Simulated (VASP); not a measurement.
# Co (Fm-3m) in VASP: further runs

The runs below take Co through single point, with PBE.

All numbers are computed with VASP 6.6.1; they aren't measurements. Logs are shortened: lines on timing, memory, paths and dates and some standing lists are left out, and cuts for length are marked.

### 1 The cell of the first run

The structure is cubic, space group Fm-3m (No. 225). The conventional cell has a = 3.577 Å, b = 3.577 Å, c = 3.577 Å, α = 90.00°, β = 90.00°, γ = 90.00°. Within 3.3 Å of Co (site symmetry m-3m) lie 12 Co at 2.53 Å.

This isn't the form of Co at room conditions, which is hcp.

### 2 Single point, PBE

The input, INCAR:

```
PREC = Accurate ; ENCUT = 520
EDIFF = 1E-7 ; ISMEAR = -1
SIGMA = 0.05 ; LREAL = False
LASPH = True ; NELM = 100
ALGO = Normal ; ISIF = 2
LWAVE = False ; LCHARG = False
GGA = PE ; ISYM = 0
NBANDS = 16
```

The input, KPOINTS:

```
regular mesh
0
Gamma
  12 7 10
```

The input, POSCAR:

```
Co
1.0
    0.0000000000     -1.7885000000     -1.7885000000
   -3.5770000000     -1.7885000000     -1.7885000000
    0.0000000000      1.7885000000     -1.7885000000
Co
2
Direct
    0.0000000000      0.0000000000      0.0000000000
    0.0000000000      0.5000000000      0.5000000000
```

Potentials or basis: VASP PAW PBE potentials, release 64 (Co).

On the command line:

```console
$ cat potpaw_PBE.64/Co/POTCAR > POTCAR
$ mpirun -np 1 vasp_std > vasp.out
```

OUTCAR:

```text
PREC = Accurate
   ENCUT = 520
   EDIFF = 1E-7
   ISMEAR = -1
   LREAL = False
   LASPH = True
   NELM = 100
   ISIF = 2
   GGA = PE
   ISYM = 0

 ion  position               nearest neighbor table
   1  0.000  0.000  0.000-   2 2.53   2 2.53   2 2.53   2 2.53   2 2.53   2 2.53   2 2.53   2 2.53

   2  0.000  0.500  0.500-   1 2.53   1 2.53   1 2.53   1 2.53   1 2.53   1 2.53   1 2.53   1 2.53

IMPORTANT INFORMATION: All symmetrisations will be switched off!
NOSYMM: (Re-)initialisation of all symmetry stuff for point group C_1.

----------------------------------------------------------------------------------------

                                     Primitive cell

  volume of cell :      22.8837

  direct lattice vectors                    reciprocal lattice vectors
     0.000000000 -1.788500000 -1.788500000     0.279563880 -0.279563880 -0.279563880
    -3.577000000 -1.788500000 -1.788500000    -0.279563880  0.000000000  0.000000000
     0.000000000  1.788500000 -1.788500000     0.000000000  0.279563880 -0.279563880

  length of vectors
     2.529320956  4.380912405  2.529320956     0.484218845  0.279563880  0.395363031

  position of ions in fractional coordinates (direct lattice)
     0.000000000  0.000000000  0.000000000
     0.000000000  0.500000000  0.500000000

  ion indices of the primitive-cell ions
   primitive index   ion index
                 1           1
                 2           2

----------------------------------------------------------------------------------------

 KPOINTS: regular mesh

Automatic generation of k-mesh.
 Grid dimensions read from file:
 generate k-points for:   12    7   10

 Generating k-lattice:

  Cartesian coordinates                     Fractional coordinates (reciprocal lattice)
     0.023296990 -0.023296990 -0.023296990     0.083333333  0.000000000  0.000000000
    -0.039937697  0.000000000  0.000000000     0.000000000  0.142857143  0.000000000
     0.000000000  0.027956388 -0.027956388     0.000000000  0.000000000  0.100000000

  Length of vectors
     0.040351570  0.039937697  0.039536303

  Shift w.r.t. Gamma in fractional coordinates (k-lattice)
     0.000000000  0.000000000  0.000000000

 -----------------------------------------------------------------------------
|                                                                             |
|           W    W    AA    RRRRR   N    N  II  N    N   GGGG   !!!           |
|           W    W   A  A   R    R  NN   N  II  NN   N  G    G  !!!           |
|           W    W  A    A  R    R  N N  N  II  N N  N  G       !!!           |
|           W WW W  AAAAAA  RRRRR   N  N N  II  N  N N  G  GGG   !            |
|           WW  WW  A    A  R   R   N   NN  II  N   NN  G    G                |
|           W    W  A    A  R    R  N    N  II  N    N   GGGG   !!!           |
|                                                                             |
|     Your reciprocal lattice and k-lattice belong to different lattice       |
|     classes:                                                                |
|                                                                             |
|        The reciprocal lattice is simple tetragonal,                         |
|        whereas your k-lattice is simple monoclinic.                         |
|                                                                             |
|     Results are often still useful ...                                      |
|                                                                             |
 -----------------------------------------------------------------------------

 WARNING: IBZKPT: internal override: KBLOWUP is changed to .FALSE.
      ... skipping the blow-up phase ...

 Subroutine IBZKPT returns following result:
 ===========================================

 Found    422 irreducible k-points:

 Following reciprocal coordinates:
            Coordinates               Weight
  0.000000  0.000000  0.000000      1.000000
  0.083333  0.000000  0.000000      2.000000
  0.166667  0.000000  0.000000      2.000000
  0.250000  0.000000  0.000000      2.000000
  0.333333  0.000000  0.000000      2.000000
  0.416667  0.000000  0.000000      2.000000
[... 16 lines left out ...]
  0.250000  0.285714  0.000000      2.000000
  0.333333  0.285714  0.000000      2.000000
 [... further k-points ...]
   k-points           NKPTS =    422   k-points in BZ     NKDIM =    422   number of bands    NBANDS=     16
   number of dos      NEDOS =    301   number of ions     NIONS =      2
   total plane-waves  NPLWV =  14400
   dimension x,y,z NGX =    20 NGY =   36 NGZ =   20
   dimension x,y,z NGXF=    40 NGYF=   72 NGZF=   40
   ions per type =               2
   NGX,Y,Z   is equivalent  to a cutoff of  13.15, 13.66, 13.15 a.u.
   NGXF,Y,Z  is equivalent  to a cutoff of  26.29, 27.32, 26.29 a.u.
 SYSTEM =  unknown system
   PREC   = accura    normal or accurate (medium, high low for compatibility)
   ISTART =      0    job   : 0-new  1-cont  2-samecut
   ICHARG =      2    charge: 1-file 2-atom 10-const
   ISPIN  =      1    spin polarized calculation?
   LNONCOLLINEAR =      F non collinear calculations
   LSORBIT =      F    spin-orbit coupling
   LASPH  =      T    aspherical Exc in radial PAW
   ENCUT  =  520.0 eV  38.22 Ry    6.18 a.u.   4.70  8.15  4.70*2*pi/ulx,y,z
   NELM   =    100;   NELMIN=  2; NELMDL= -5     # of ELM steps
   EDIFF  = 0.1E-06   stopping-criterion for ELM
   LREAL  =      F    real-space projection
   EDIFFG = 0.1E-05   stopping-criterion for IOM
   NSW    =      0    number of steps for IOM
   IBRION =     -1    ionic relax: 0-MD 1-quasi-New 2-CG
   NFREE  =      0    steps in history (QN), initial steepest desc. (CG)
   ISIF   =      2    stress and relaxation
   ISYM   =      0    0-nonsym 1-usesym 2-fastsym
   POTIM  = 0.5000    time-step for ionic-motion
   TEBEG  =    0.0;   TEEND  =   0.0 temperature during run
   PSTRESS=    0.0 pullay stress
   NELECT =      18.0000    total number of electrons
   NUPDOWN=      -1.0000    fix difference up-down
   EMIN   =  10.00;   EMAX   =-10.00  energy-range for DOS
   EFERMI =   0.00;   METHOD = LEGACY
   ISMEAR =    -1;   SIGMA  =   0.05  broadening in eV -4-tet -1-fermi 0-gaus
   EFERMI_NEDOS =   21; number of points for ismear=-14 and -15
   IALGO  =     38    algorithm
   IMIX   =      4    mixing-type and parameters
     AMIX     =   0.40;   BMIX     =  1.00
     AMIX_MAG =   1.60;   BMIX_MAG =  1.00
  volume/ion in A,a.u.               =      11.44        77.21
  Fermi-wavevector in a.u.,A,eV,Ry     =   1.511205  2.855763 31.072178  2.283741
  Thomas-Fermi vector in A             =   2.621293
   LORBIT       =      0    0 simple, 1 ext, 2 COOP (PROOUT), +10 PAW based schemes
   GGA     = PE    functional components
   LHFCALC =     F    Hartree Fock is set to
   AEXX    =    0.0000 exact exchange contribution
   IVDW    =     0    specifies the selected vdW correction
   LEPSILON=     F    determine dielectric tensor
   LRPA    =     F    only Hartree local field effects (RPA)
 non-spin polarized calculation
  energy-cutoff  :      520.00
  volume of cell :       22.88
 maximum number of plane-waves:       633
   NGX =  9   NGY = 17   NGZ =  9

 number of electron      18.0000004 magnetization

 Free energy of the ion-electron system (eV)
  ---------------------------------------------------
  ext. energy  EPLUGINS =         0.00000000
  ---------------------------------------------------
  free energy    TOTEN  =       -13.53206225 eV

  energy without entropy =      -13.48919906  energy(sigma->0) =      -13.51063066

 E-fermi :   9.3226     XC(G=0): -13.1117

 val. band max:        9.3215230061   @ k =   0.3333  -0.4286   0.1000
 cond. band min:       9.3273178884   @ k =   0.2500  -0.2857   0.4000
 fundamental gap:      0.0057948822
 Fermi energy:         9.3225617642

 k-point     1 :       0.0000    0.0000    0.0000
  band No.  band energies     occupation
      1       0.9078      2.00000
      2       5.1686      2.00000
      3       5.7561      2.00000
      4       7.6716      2.00000
      5       7.6738      2.00000
      6       7.6743      2.00000
[... 8 lines left out ...]
     15      24.0348      0.00000
     16      28.9614      0.00000

 k-point     2 :       0.0833    0.0000    0.0000
  band No.  band energies     occupation
      1       1.1725      2.00000
      2       5.2737      2.00000
      3       5.8475      2.00000
      4       7.5956      2.00000
      5       7.7353      2.00000
      6       7.7362      2.00000
[... 8 lines left out ...]
     15      24.4504      0.00000
     16      29.7400      0.00000

 k-point     3 :       0.1667    0.0000    0.0000
  band No.  band energies     occupation
      1       1.9372      2.00000
      2       5.5575      2.00000
      3       6.0958      2.00000
      4       7.4130      2.00000
      5       7.8603      2.00000
      6       7.8613      2.00000
[... 8 lines left out ...]
     15      25.6207      0.00000
     16      27.8256      0.00000

 k-point     4 :       0.2500    0.0000    0.0000
  band No.  band energies     occupation
      1       3.0830      2.00000
      2       5.7995      2.00000
      3       6.4757      2.00000
      4       7.2804      2.00000
      5       7.6448      2.00000
      6       7.8841      2.00000
[... 8 lines left out ...]
     15      23.9736      0.00000
     16      27.3771      0.00000
[... 324 lines left out ...]
 k-point    22 :       0.1667    0.2857    0.0000
  band No.  band energies     occupation
      1       1.7752      2.00000
      2       5.5513      2.00000
      3       6.0455      2.00000
      4       7.4424      2.00000
      5       7.8446      2.00000
      6       7.8452      2.00000
[... 8 lines left out ...]
     15      25.3743      0.00000
     16      28.5905      0.00000

 k-point    23 :       0.2500    0.2857    0.0000
  band No.  band energies     occupation
      1       2.4425      2.00000
      2       5.9079      2.00000
      3       6.2293      2.00000
      4       7.2599      2.00000
      5       7.8992      2.00000
      6       7.9310      2.00000
[... 8 lines left out ...]
     15      26.3873      0.00000
     16      27.4946      0.00000

 k-point    24 :       0.3333    0.2857    0.0000
  band No.  band energies     occupation
      1       3.5012      2.00000
      2       6.2560      2.00000
      3       6.4493      2.00000
      4       7.0753      2.00000
      5       7.4395      2.00000
      6       7.8027      2.00000
[... 8 lines left out ...]
     15      24.8898      0.00000
     16      26.9374      0.00000

 [... further k-points ...]

------------------------ aborting loop because EDIFF is reached ----------------------------------------

  FORCE on cell =-STRESS in cart. coord.  units (eV):
  Direction    XX          YY          ZZ          XY          YZ          ZX
  --------------------------------------------------------------------------------------
  -------------------------------------------------------------------------------------
  Total       -2.9520281     -3.0181861     -3.0181859      0.0114749      0.0118407      0.0114743
  in kB     -206.6827564   -211.3147284   -211.3147187      0.8034034      0.8290149      0.8033579
  external PRESSURE =    -209.7707345 kB  Pullay stress =       0.0000000 kB

 VOLUME and BASIS-vectors are now :
 -----------------------------------------------------------------------------
  energy-cutoff  :      520.00
  volume of cell :       22.88
      direct lattice vectors                 reciprocal lattice vectors
     0.000000000 -1.788500000 -1.788500000     0.279563880 -0.279563880 -0.279563880
    -3.577000000 -1.788500000 -1.788500000    -0.279563880  0.000000000  0.000000000
     0.000000000  1.788500000 -1.788500000     0.000000000  0.279563880 -0.279563880

 POSITION                                       TOTAL-FORCE (eV/Angst)
 -----------------------------------------------------------------------------------
      0.00000      0.00000      0.00000         0.000000     -0.000000     -0.000000
     -1.78850      0.00000     -1.78850        -0.000000      0.000000      0.000000
 -----------------------------------------------------------------------------------
    total drift:                               -0.000000     -0.000000      0.000000

  FREE ENERGIE OF THE ION-ELECTRON SYSTEM (eV)
  ---------------------------------------------------
  free  energy   TOTEN  =       -13.5320622531 eV

  energy  without entropy=      -13.4891990649  energy(sigma->0) =      -13.51063066
```

Run time: 83 s. Hardware: 1 thread of Intel Xeon Platinum 8559C (Emerald Rapids), shared host; peak memory 0.25 GiB.

What came out:

| Quantity | Value |
| --- | --- |
| Free energy | -13.5321 eV |
| Pressure | -21.0 GPa |
| Band gap on the k mesh | zero (bands 9 and 10 overlap by 1.04 eV) |

Levels at points of the mesh, in eV from the Fermi level:
| k point | band 6 | band 7 | band 8 | band 9 | band 10 | band 11 | band 12 | band 13 |
| --- | --- | --- | --- | --- | --- | --- | --- | --- |
| (0.00, 0.00, 0.00) | -1.65 | -0.50 | -0.49 | 0.26 | 0.48 | 0.48 | 2.70 | 9.72 |
| (0.50, 0.00, 0.00) | -1.70 | 0.01 | 0.01 | 0.28 | 0.28 | 0.28 | 0.28 | 6.38 |
| (0.00, 0.00, 0.50) | -2.11 | -0.98 | -0.98 | -0.52 | -0.52 | 1.76 | 1.76 | 11.78 |
| (0.50, 0.00, 0.50) | -2.39 | -0.58 | -0.58 | 0.48 | 0.48 | 8.07 | 8.07 | 8.07 |

Caveat: the cell stands under tension; the run has no spin polarisation, though such a crystal can be magnetic. Spin polarisation is off, so any magnetic state and its effect on volume and gap are missing.

### 3 Single point, PBE, collinear spin, antiferromagnetic start

The input, INCAR:

```
SYSTEM = Co
PREC = Accurate
ENCUT = 520
EDIFF = 1E-7
ISMEAR = -1
SIGMA = 0.05
LREAL = .FALSE.
LASPH = .TRUE.
NELM = 150
ALGO = Normal
ISIF = 2
LWAVE = .FALSE.
LCHARG = .TRUE.
ISPIN = 2
MAGMOM = 3 -3
LORBIT = 11
LMAXMIX = 4
GGA = PE
LELF = .TRUE.
LVHAR = .TRUE.
ISYM = 0
NBANDS = 20
```

The input, KPOINTS:

```
Automatic mesh
0
G
  12 7 10
  0 0 0
```

POSCAR is that of step 2.

Potentials or basis: VASP PAW PBE potentials, release 64 (Co).

On the command line:

```console
$ cat potpaw_PBE.64/Co/POTCAR > POTCAR
$ mpirun -np 1 vasp_std > vasp.out
```

OUTCAR:

```text
SYSTEM = Co
   PREC = Accurate
   ENCUT = 520
   EDIFF = 1E-7
   ISMEAR = -1
   LREAL = .FALSE.
   LASPH = .TRUE.
   NELM = 150
   ISIF = 2
   ISPIN = 2
   LORBIT = 11
   GGA = PE
   ISYM = 0

 ion  position               nearest neighbor table
   1  0.000  0.000  0.000-   2 2.53   2 2.53   2 2.53   2 2.53   2 2.53   2 2.53   2 2.53   2 2.53

   2  0.000  0.500  0.500-   1 2.53   1 2.53   1 2.53   1 2.53   1 2.53   1 2.53   1 2.53   1 2.53

IMPORTANT INFORMATION: All symmetrisations will be switched off!
NOSYMM: (Re-)initialisation of all symmetry stuff for point group C_1.

----------------------------------------------------------------------------------------

                                     Primitive cell

  volume of cell :      22.8837

  direct lattice vectors                    reciprocal lattice vectors
     0.000000000 -1.788500000 -1.788500000     0.279563880 -0.279563880 -0.279563880
    -3.577000000 -1.788500000 -1.788500000    -0.279563880  0.000000000  0.000000000
     0.000000000  1.788500000 -1.788500000     0.000000000  0.279563880 -0.279563880

  length of vectors
[... 1272 lines left out ...]
------------------------ aborting loop because EDIFF is reached ----------------------------------------

  FORCE on cell =-STRESS in cart. coord.  units (eV):
  Direction    XX          YY          ZZ          XY          YZ          ZX
  --------------------------------------------------------------------------------------
  -------------------------------------------------------------------------------------
  Total       -2.9544298     -3.0207090     -3.0207091      0.0114826      0.0118792      0.0114827
  in kB     -206.8509052   -211.4913716   -211.4913776      0.8039410      0.8317093      0.8039454
  external PRESSURE =    -209.9445514 kB  Pullay stress =       0.0000000 kB

 VOLUME and BASIS-vectors are now :
 -----------------------------------------------------------------------------
  energy-cutoff  :      520.00
  volume of cell :       22.88
      direct lattice vectors                 reciprocal lattice vectors
     0.000000000 -1.788500000 -1.788500000     0.279563880 -0.279563880 -0.279563880
    -3.577000000 -1.788500000 -1.788500000    -0.279563880  0.000000000  0.000000000
     0.000000000  1.788500000 -1.788500000     0.000000000  0.279563880 -0.279563880

 POSITION                                       TOTAL-FORCE (eV/Angst)
 -----------------------------------------------------------------------------------
      0.00000      0.00000      0.00000         0.000000      0.000000     -0.000000
     -1.78850      0.00000     -1.78850        -0.000000     -0.000000      0.000000
 -----------------------------------------------------------------------------------
    total drift:                                0.000000      0.000000     -0.000000

  FREE ENERGIE OF THE ION-ELECTRON SYSTEM (eV)
  ---------------------------------------------------
  free  energy   TOTEN  =       -13.5320622618 eV

  energy  without entropy=      -13.4891993699  energy(sigma->0) =      -13.51063082

 total charge

# of ion       s       p       d       tot
------------------------------------------
    1        0.461   0.467   7.246   8.174
    2        0.461   0.467   7.246   8.174
--------------------------------------------------
tot          0.922   0.935  14.493  16.349

 magnetization (x)

# of ion       s       p       d       tot
------------------------------------------
    1       -0.000  -0.000  -0.001  -0.001
    2        0.000   0.000   0.001   0.001
--------------------------------------------------
tot         -0.000  -0.000   0.000   0.000
```

Run time: 26 min. Hardware: 1 thread of Intel Xeon Platinum 8559C (Emerald Rapids), shared host; peak memory 0.41 GiB.

What came out:

* Free energy: -13.5321 eV
* Pressure: -21.0 GPa
* Band gap on the k mesh: zero (filled and empty bands overlap)
* Net moment: 0.00 μB per cell
* Valence electrons inside the program's atomic spheres: Co 8.17

Levels at points of the mesh, in eV from the Fermi level:
Spin up:
```csv
k point,band 6,band 7,band 8,band 9,band 10,band 11,band 12,band 13
"(0.00, 0.00, 0.00)",-1.65,-0.50,-0.49,0.26,0.48,0.48,2.70,9.72
"(0.50, 0.00, 0.00)",-1.70,0.01,0.01,0.28,0.28,0.28,0.28,6.38
"(0.00, 0.00, 0.50)",-2.11,-0.98,-0.98,-0.52,-0.52,1.76,1.76,11.78
"(0.50, 0.00, 0.50)",-2.39,-0.58,-0.58,0.48,0.48,8.07,8.07,8.07
```
Spin down:
| k point | band 6 | band 7 | band 8 | band 9 | band 10 | band 11 | band 12 | band 13 |
| --- | --- | --- | --- | --- | --- | --- | --- | --- |
| (0.00, 0.00, 0.00) | -1.65 | -0.50 | -0.49 | 0.26 | 0.48 | 0.48 | 2.70 | 9.72 |
| (0.50, 0.00, 0.00) | -1.70 | 0.01 | 0.01 | 0.28 | 0.28 | 0.28 | 0.28 | 6.38 |
| (0.00, 0.00, 0.50) | -2.11 | -0.98 | -0.98 | -0.52 | -0.52 | 1.76 | 1.76 | 11.78 |
| (0.50, 0.00, 0.50) | -2.39 | -0.58 | -0.58 | 0.48 | 0.48 | 8.07 | 8.07 | 8.07 |

Caveat: the cell stands under tension.
